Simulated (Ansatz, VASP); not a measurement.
## LuH3O3 in VASP and in Ansatz

```
Lu O H
1.0
    13.44000    0.00000    0.00000
     0.00000   14.13000    0.00000
     0.00000    0.00000    9.01000
Lu O H
1 3 3
Cartesian
  5.9798 7.0631 4.5000
  7.9828 7.0631 4.5053
  8.9395 7.0631 4.5100
  4.9783 8.7977 4.5053
  4.5000 9.6263 4.5100
  4.9784 5.3285 4.5053
  4.5000 4.5000 4.5100
```

Alike in both runs: task single point; functional PBE; k mesh 1 × 1 × 1; occupations gaussian, width 0.01 eV; non-collinear spin, spin-orbit coupling.

|  | VASP | Ansatz |
| --- | --- | --- |
| version | VASP 6.6.1 | Ansatz 0.2.0 |
| potentials or method | VASP PAW PBE potentials, release 64 (Lu, O, H), cutoff 520 eV | plane waves, PAW |
| valence electrons in the cell | 46 | 46 |

VASP gave:

```
rms of the force components (eV/Å) : 0.173
net moment per atom (μB)           : 0.00
```

Problem. What did Ansatz give for the same quantities?

Solution. rms of the force components (eV/Å): 0.168; net moment per atom (μB): 0.00.

Ansatz's warnings: structure snapped to symmetry, xc potential rough in thin density.
